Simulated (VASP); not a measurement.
Input of a VASP 6.6.1 run:

INCAR

```
SYSTEM = SiC4
ALGO     = Normal         ! electronic algorithm
EDIFF    = 1E-6           ! SCF threshold, eV
ENCUT    = 910            ! plane-wave cutoff, eV
GGA      = PE             ! functional
GGA_COMPAT= .False.      
ISIF     = 2              ! what is computed and relaxed
ISMEAR   = 0              ! smearing method
LASPH    = .True.         ! aspherical terms in the spheres
LCHARG   = .False.        ! write CHGCAR
LREAL    = .False.        ! projectors in reciprocal space
LWAVE    = .False.        ! write WAVECAR
NBANDS   = 18             ! bands
NELM     = 120            ! most SCF steps
PREC     = Accurate       ! precision mode
SIGMA    = 0.1            ! smearing width, eV
```

The input KPOINTS:

```
k-points
0
Gamma
  6 6 4
  0 0 0
```

POSCAR

```
SiC4
1.0
    3.4560029760     -0.0000000023      0.0000000000
   -1.7280014860      2.9929863739      0.0000000000
    0.0000000000      0.0000000000      5.4306095415
Si C
1 4
Direct
    0.0000000000      0.0000000000      0.0000000000
    0.3333333333      0.6666666667      0.8591119228
    0.3333333333      0.6666666667      0.1408880772
    0.6666666667      0.3333333333      0.1408880772
    0.6666666667      0.3333333333      0.8591119228
```

Potentials or basis: VASP PAW PBE potentials, release 64 (Si, C_h).

Command:

```sh
$ cat potpaw_PBE.64/Si/POTCAR potpaw_PBE.64/C_h/POTCAR > POTCAR
$ mpirun -np 1 vasp_std > vasp.out
```

Problem. Predict the band gap on the k mesh.

Solution. Zero (band 10 reaches 5.25 eV, above the bottom of band 11 at 4.64 eV).

Problem. What does it give for the largest force?

Solution. 0.005 eV/Å.

Forces in eV/Å, atoms in the order of the input:
```
Si   0.000  0.000  0.000
C    0.000  0.000 -0.005
C    0.000  0.000  0.005
C    0.000  0.000  0.005
C    0.000  0.000 -0.005
```
